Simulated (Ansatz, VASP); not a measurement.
# Ir: VASP beside Ansatz

```xyz
2
Lattice="2.7190 0.0000 0.0000 -1.3595 2.3547 0.0000 0.0000 0.0000 4.4082" Properties=species:S:1:pos:R:3 pbc="T T T"
Ir    1.3595    0.7849    3.3062
Ir    0.0000    1.5698    1.1021
```

Alike in both runs: functional PBEsol; k mesh 18 × 18 × 10; occupations gaussian, width 0.1 eV; no spin polarisation.

Ansatz relaxed the structure, and its values are those at the end. VASP's run is a single point on that final structure, the one shown.

|  | VASP | Ansatz |
| --- | --- | --- |
| version | VASP 6.6.1 | Ansatz 0.2.0 |
| potentials or method | VASP PAW PBE potentials, release 64 (Ir_sv_GW), cutoff 560 eV | scalar-relativistic, plane waves, PAW |
| valence electrons in the cell | 34 | 34 |

VASP gave:

| Quantity | Value |
| --- | --- |
| gap on the k mesh at the Fermi level (eV) | none |
| pressure (GPa) | -1.8 |

Which values does Ansatz return?

gap on the k mesh at the Fermi level (eV): none; pressure (GPa): 0.0.

VASP's potentials were made for PBE, not for PBEsol. A gap of «none» marks a metal or a gap that the smearing closes.

Neither program's run includes spin-orbit coupling.
